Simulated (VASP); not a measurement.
# LiH in VASP: settings compared, part 2 of 2

VASP 6.6.1. Earlier steps stand in the parts before.

### 3 Relaxation of cell and atoms, LDA

Input file INCAR:

```
SYSTEM = LiH
PREC = Accurate
ENCUT = 880
EDIFF = 1E-7
ISMEAR = -1
SIGMA = 0.02
LREAL = .False.
LASPH = .True.
NELM = 120
ALGO = Normal
ISIF = 3
LWAVE = .False.
LCHARG = .False.
LDIPOL = .True.
IDIPOL = 3
DIPOL = 0.5 0.5 0.333
GGA = CA
IBRION = 2
NSW = 80
EDIFFG = -0.005
GGA_COMPAT = .False.
NELMIN = 4
NELMDL = -8
LATTICE_CONSTRAINTS = .TRUE. .TRUE. .FALSE.
```

Input file KPOINTS:

```
Automatic mesh
0
Gamma
  12 12 1
  0 0 0
```

Input file POSCAR:

```
LiH
1.0
    3.0781424167      0.0000000000      0.0000000000
   -1.5390712083      2.6657495294      0.0000000000
    0.0000000000      0.0000000000     24.6000000000
Li H
1 1
Direct
    0.3333333333      0.6666666667      0.3333336522
    0.6666666667      0.3333333333      0.3333330145
```

Potentials or basis: VASP PAW LDA potentials, release 64 (Li_sv, H).

Run with:

```console
$ cat potpaw_LDA.64/Li_sv/POTCAR potpaw_LDA.64/H/POTCAR > POTCAR
$ mpirun -np 1 vasp_std > vasp.out
```

OUTCAR:

```text
SYSTEM = LiH
   PREC = Accurate
   ENCUT = 880
   EDIFF = 1E-7
   ISMEAR = -1
   LREAL = .False.
   LASPH = .True.
   NELM = 120
   ISIF = 3
   GGA = CA
   IBRION = 2
   NSW = 80
   EDIFFG = -0.005
   NELMIN = 4
   NELMDL = -8

 ion  position               nearest neighbor table
   1  0.333  0.667  0.333-
   2  0.667  0.333  0.333-

  LATTYP: Found a hexagonal cell.
 ALAT       =     3.0781424167
 C/A-ratio  =     7.9918329531

  Lattice vectors:

 A1 = (   3.0781424167,   0.0000000000,   0.0000000000)
 A2 = (  -1.5390712083,   2.6657495294,   0.0000000000)
 A3 = (   0.0000000000,   0.0000000000,  24.6000000000)

Analysis of symmetry for initial positions (statically):
=====================================================================
 Subroutine PRICEL returns:
 Original cell was already a primitive cell.

 Routine SETGRP: Setting up the symmetry group for a
 hexagonal supercell.

 Subroutine GETGRP returns: Found 12 space group operations
 (whereof  6 operations were pure point group operations)
 out of a pool of 24 trial point group operations.

The static configuration has the point symmetry C_3v.
 The point group associated with its full space group is D_3h.

Analysis of symmetry for dynamics (positions and initial velocities):
=====================================================================
 Subroutine PRICEL returns:
 Original cell was already a primitive cell.

 Routine SETGRP: Setting up the symmetry group for a
 hexagonal supercell.

 Subroutine GETGRP returns: Found 12 space group operations
 (whereof  6 operations were pure point group operations)
 out of a pool of 24 trial point group operations.

The dynamic configuration has the point symmetry C_3v.
 The point group associated with its full space group is D_3h.

 Subroutine INISYM returns: Found 12 space group operations
 (whereof  6 operations are pure point group operations),
 and found     1 'primitive' translations

----------------------------------------------------------------------------------------

                                     Primitive cell

  volume of cell :     201.8567

  direct lattice vectors                    reciprocal lattice vectors
     3.078142417  0.000000000  0.000000000     0.324871258  0.187564508  0.000000000
    -1.539071208  2.665749529  0.000000000     0.000000000  0.375129017  0.000000000
     0.000000000  0.000000000 24.600000000     0.000000000  0.000000000  0.040650407

  length of vectors
     3.078142417  3.078142417 24.600000000     0.375129017  0.375129017  0.040650407

  position of ions in fractional coordinates (direct lattice)
     0.333333333  0.666666667  0.333333652
     0.666666667  0.333333333  0.333333014

  ion indices of the primitive-cell ions
   primitive index   ion index
                 1           1
[... 50 lines left out ...]
   number of dos      NEDOS =    301   number of ions     NIONS =      2
   total plane-waves  NPLWV = 216000
   dimension x,y,z NGX =    30 NGY =   30 NGZ =  240
   dimension x,y,z NGXF=    60 NGYF=   60 NGZF=  480
   ions per type =               1   1
   NGX,Y,Z   is equivalent  to a cutoff of  16.20, 16.20, 16.22 a.u.
   NGXF,Y,Z  is equivalent  to a cutoff of  32.41, 32.41, 32.44 a.u.
 SYSTEM =  LiH
   PREC   = accura    normal or accurate (medium, high low for compatibility)
   ISTART =      0    job   : 0-new  1-cont  2-samecut
   ICHARG =      2    charge: 1-file 2-atom 10-const
   ISPIN  =      1    spin polarized calculation?
   LNONCOLLINEAR =      F non collinear calculations
   LSORBIT =      F    spin-orbit coupling
   LASPH  =      T    aspherical Exc in radial PAW
   ENCUT  =  880.0 eV  64.68 Ry    8.04 a.u.   7.45  7.45 59.50*2*pi/ulx,y,z
   NELM   =    120;   NELMIN=  4; NELMDL= -8     # of ELM steps
   EDIFF  = 0.1E-06   stopping-criterion for ELM
   LREAL  =      F    real-space projection
   EDIFFG = -.5E-02   stopping-criterion for IOM
   NSW    =     80    number of steps for IOM
   IBRION =      2    ionic relax: 0-MD 1-quasi-New 2-CG
   NFREE  =      1    steps in history (QN), initial steepest desc. (CG)
   ISIF   =      3    stress and relaxation
   ISYM   =      2    0-nonsym 1-usesym 2-fastsym
   POTIM  = 0.5000    time-step for ionic-motion
   TEBEG  =    0.0;   TEEND  =   0.0 temperature during run
   PSTRESS=    0.0 pullay stress
   NELECT =       4.0000    total number of electrons
   NUPDOWN=      -1.0000    fix difference up-down
   EMIN   =  10.00;   EMAX   =-10.00  energy-range for DOS
   EFERMI =   0.00;   METHOD = LEGACY
   ISMEAR =    -1;   SIGMA  =   0.02  broadening in eV -4-tet -1-fermi 0-gaus
   EFERMI_NEDOS =   21; number of points for ismear=-14 and -15
   IALGO  =     38    algorithm
   IMIX   =      4    mixing-type and parameters
     AMIX     =   0.40;   BMIX     =  1.00
     AMIX_MAG =   1.60;   BMIX_MAG =  1.00
  volume/ion in A,a.u.               =     100.93       681.10
  Fermi-wavevector in a.u.,A,eV,Ry     =   0.443010  0.837168  2.670253  0.196258
  Thomas-Fermi vector in A             =   1.419256
   LORBIT       =      0    0 simple, 1 ext, 2 COOP (PROOUT), +10 PAW based schemes
   GGA     = CA    functional components
   LHFCALC =     F    Hartree Fock is set to
   AEXX    =    0.0000 exact exchange contribution
   IVDW    =     0    specifies the selected vdW correction
   LEPSILON=     F    determine dielectric tensor
   LRPA    =     F    only Hartree local field effects (RPA)
 conjugate gradient relaxation of ions
 non-spin polarized calculation
  energy-cutoff  :      880.00
  volume of cell :      201.86
 maximum number of plane-waves:     12037
 NGX is ok and might be reduce to    30
   NGX = 15   NGY = 15   NGZ =119

 dipolmoment           0.000000      0.000000     -0.000002 electrons x Angstroem

--------------------------------------- Ionic step        1  -------------------------------------------

 number of electron       3.9999998 magnetization

 Free energy of the ion-electron system (eV)
  ---------------------------------------------------
  ext. energy  EPLUGINS =         0.00000000
  ---------------------------------------------------
  free energy    TOTEN  =        -5.97554749 eV

  energy without entropy =       -5.97554749  energy(sigma->0) =       -5.97554749

------------------------ aborting loop because EDIFF is reached ----------------------------------------

  FORCE on cell =-STRESS in cart. coord.  units (eV):
  Direction    XX          YY          ZZ          XY          YZ          ZX
  --------------------------------------------------------------------------------------
  -------------------------------------------------------------------------------------
  Total       -0.2275856     -0.2275856     -0.0013786     -0.0000000      0.0000000     -0.0000000
  in kB       -1.8063930     -1.8063930     -0.0109424     -0.0000000      0.0000000     -0.0000000
  external PRESSURE =      -1.2079095 kB  Pullay stress =       0.0000000 kB
[... 95 lines left out ...]
--------------------------------------- Ionic step        4  -------------------------------------------

 number of electron       4.0000002 magnetization

 dipolmoment           0.000000      0.000000      0.000016 electrons x Angstroem

 Free energy of the ion-electron system (eV)
  ---------------------------------------------------
  ext. energy  EPLUGINS =         0.00000000
  ---------------------------------------------------
  free energy    TOTEN  =        -5.97938991 eV

  energy without entropy =       -5.97938991  energy(sigma->0) =       -5.97938991

 E-fermi :  -4.6213     XC(G=0):  -1.2581

 val. band max:       -5.0873005187   @ k =   0.3333   0.3333   0.0000
 cond. band min:      -1.8239429934   @ k =   0.0000   0.0000   0.0000
 fundamental gap:      3.2633575253
 Fermi energy:        -4.6213266331

 k-point     1 :       0.0000    0.0000    0.0000
  band No.  band energies     occupation
      1     -47.5527      2.00000
      2      -7.0857      2.00000
      3      -1.8239      0.00000
      4       0.1140      0.00000
      5       0.5705      0.00000
      6       0.6469      0.00000
[... 154 lines left out ...]
 k-point    19 :       0.3333    0.3333    0.0000
  band No.  band energies     occupation
      1     -47.5317      2.00000
      2      -5.0873      2.00000
      3       0.4180      0.00000
      4       4.2420      0.00000
      5       4.6503      0.00000
      6       5.5374      0.00000

------------------------ aborting loop because EDIFF is reached ----------------------------------------

 vacuum level on the upper side and lower side of the slab       (xc-potential included)        -0.008        -0.008

  FORCE on cell =-STRESS in cart. coord.  units (eV):
  Direction    XX          YY          ZZ          XY          YZ          ZX
  --------------------------------------------------------------------------------------
  -------------------------------------------------------------------------------------
  Total        0.0008133      0.0008133     -0.0002544      0.0000000      0.0000000      0.0000000
  in kB        0.0066748      0.0066748     -0.0020877      0.0000000      0.0000000      0.0000000
  external PRESSURE =       0.0037539 kB  Pullay stress =       0.0000000 kB
[... 17 lines left out ...]
  FREE ENERGIE OF THE ION-ELECTRON SYSTEM (eV)
  ---------------------------------------------------
  free  energy   TOTEN  =        -5.9793899138 eV

  energy  without entropy=       -5.9793899138  energy(sigma->0) =       -5.97938991

 reached required accuracy - stopping structural energy minimisation

 vacuum level on the upper side and lower side of the slab         0.378         0.378
```

OSZICAR:

```text
N       E                     dE             d eps       ncg     rms          rms(c)
DAV:   1     0.138574078918E+02    0.13857E+02   -0.23756E+03   228   0.629E+02
DAV:   2    -0.299383099935E+01   -0.16851E+02   -0.11149E+02   288   0.569E+01
DAV:   3    -0.638582389659E+01   -0.33920E+01   -0.33920E+01   390   0.429E+01
[... 54 lines left out ...]
DAV:   1    -0.597938978243E+01   -0.14659E-04   -0.92438E-04   288   0.385E-01    0.359E-02
DAV:   2    -0.597939464971E+01   -0.48673E-05   -0.10486E-04   252   0.933E-02    0.270E-02
DAV:   3    -0.597939109510E+01    0.35546E-05   -0.14155E-05   306   0.397E-02    0.135E-02
DAV:   4    -0.597938994316E+01    0.11519E-05   -0.27910E-06   336   0.193E-02    0.186E-03
DAV:   5    -0.597938991379E+01    0.29370E-07   -0.87118E-08   336   0.275E-03
   4 F= -.59793899E+01 E0= -.59793899E+01  d E =-.384243E-02
```

CONTCAR:

```text
LiH
   1.00000000000000
     3.0270650160078119   -0.0000000000009580    0.0000000000000000
    -1.5135325079555653    2.6215152028382143    0.0000000000000000
     0.0000000000000000    0.0000000000000000   24.6000000000000014
  Li              H
     1     1
Direct
     0.3333333332999970    0.6666666667000030    0.3333336521999968
     0.6666666667000030    0.3333333332999970    0.3333330144999991

  0.00000000E+00  0.00000000E+00  0.00000000E+00
  0.00000000E+00  0.00000000E+00  0.00000000E+00
```

Wall time 2.1 min (1 thread of Intel Xeon 6975P-C (Granite Rapids), shared host); peak memory 0.39 GiB.

What came out:

```
Free energy                           : -5.9794 eV
Relaxed cell                          : a = 3.027 Å, b = 3.027 Å, c = 24.600 Å, α = 90.00°, β = 90.00°, γ = 120.00°
Space group after relaxing (to 0.1 Å) : P-6m2 (No. 187)
Energy gained by relaxing             : 1.9 meV/atom
Ionic steps                           : 4
Band gap on the k mesh                : 3.26 eV (least direct gap 5.26 eV)
```

Step by step:
```tsv
step	energy change (eV)	largest force (eV/Å)	pressure (GPa)	volume (Å³)
1	0.0000	0.0000	-0.12	201.86
2	-0.0021	0.0000	-0.08	199.65
3	-0.0038	0.0000	-0.01	195.63
4	-0.0038	0.0000	0.00	195.21
```

Final structure:
```xyz
2
Lattice="3.0271 0.0000 0.0000 -1.5135 2.6215 0.0000 0.0000 0.0000 24.6000" Properties=species:S:1:pos:R:3 pbc="T T T"
Li    0.0000    1.7477    8.2000
H     1.5135    0.8738    8.2000
```

Levels at points of the mesh, in eV from the valence-band top:
```
           k point  band 1  band 2  band 3  band 4  band 5  band 6
(0.00, 0.00, 0.00)  -42.47   -2.00    3.26    5.20    5.66    5.73
(0.50, 0.00, 0.00)  -42.45   -0.41    6.02    8.27    9.12   10.44
```

Caveat: the relaxation moved the vacuum too, so the length across it says nothing of the material.
